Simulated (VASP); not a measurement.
Write the native input for VASP 6.6.1 that does the following.

```
Task                   : single point
Functional             : PBE
Potentials or basis    : VASP PAW PBE potentials, release 64 (Pb_d, S)
Cutoff                 : 520 eV
k mesh                 : 6 × 6 × 6
Occupations            : gaussian, width 0.01 eV
Spin                   : no spin polarisation
Dipole correction      : no
Further INCAR settings : ALGO = Normal; EDIFF = 1e-07; NBANDS = 28
```

The structure of PbS lies in POSCAR:

```
PbS
1.0
    2.0637484134     -5.8692756837      0.0000000000
    2.0637484134      5.8692756837      0.0000000000
    0.0000000000      0.0000000000      4.2604423684
Pb S
2 2
Direct
    0.8722772593      0.1277227407      0.7500000000
    0.1277227407      0.8722772593      0.2500000000
    0.6436799881      0.3563200119      0.7500000000
    0.3563200119      0.6436799881      0.2500000000
```

One way to write it, as run:

INCAR

```
SYSTEM = PbS
ALGO     = Normal         ! electronic algorithm
EDIFF    = 1E-7           ! SCF threshold, eV
ENCUT    = 520            ! plane-wave cutoff, eV
GGA      = PE             ! functional
ISIF     = 2              ! what is computed and relaxed
ISMEAR   = 0              ! smearing method
LASPH    = .True.         ! aspherical terms in the spheres
LCHARG   = .False.        ! write CHGCAR
LREAL    = .False.        ! projectors in reciprocal space
LWAVE    = .False.        ! write WAVECAR
NBANDS   = 28             ! bands
NELM     = 60             ! most SCF steps
PREC     = Accurate       ! precision mode
SIGMA    = 0.01           ! smearing width, eV
```

KPOINTS

```
k-points
0
Gamma
  6 6 6
  0 0 0
```

Potentials or basis: VASP PAW PBE potentials, release 64 (Pb_d, S).

Launch:

```sh
$ cat potpaw_PBE.64/Pb_d/POTCAR potpaw_PBE.64/S/POTCAR > POTCAR
$ mpirun -np 1 vasp_std > vasp.out
```

Results of the run:

The pressure is 2.1 GPa, the largest force is 0.125 eV/Å and the band gap on the k mesh is 1.17 eV (least direct gap 1.32 eV).

Caveat: spin-orbit coupling is left out, which moves the levels of the heavy elements.

It took 4.4 min on 1 thread of Intel Xeon 8259CL, on a shared host, peak memory 0.33 GiB.
